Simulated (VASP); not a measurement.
Crystal: Tl.

```
Tl
1.0
     3.59028    0.00000    0.00000
    -1.79514    3.10928    0.00000
     0.00000    0.00000    5.64194
Tl
2
Direct
  0.33333 0.66667 0.25000
  0.66667 0.33333 0.75000
```

Base run:

- Program: VASP 6.6.1
- Functional: PBE
- Potentials or basis: VASP PAW PBE potentials, release 64 (Tl_d)
- Cutoff: 520 eV
- k mesh: 10 × 10 × 6
- Occupations: fermi-dirac, width 0.6 eV
- Spin: no spin polarisation

Its results: band gap on the k mesh zero (bands 13 and 14 overlap by 5.27 eV); pressure 1.4 GPa.

Question: The run is repeated on the same cell with these changes: occupations from fermi-dirac, width 0.6 eV to fermi-dirac, width 0.03 eV. What comes out?

Answer: Band gap on the k mesh zero (bands 13 and 14 overlap by 5.28 eV); pressure -0.1 GPa.

Caveats: spin-orbit coupling is left out, which moves the levels of the heavy elements; so wide a smearing shifts energies and pressures (at least some runs).
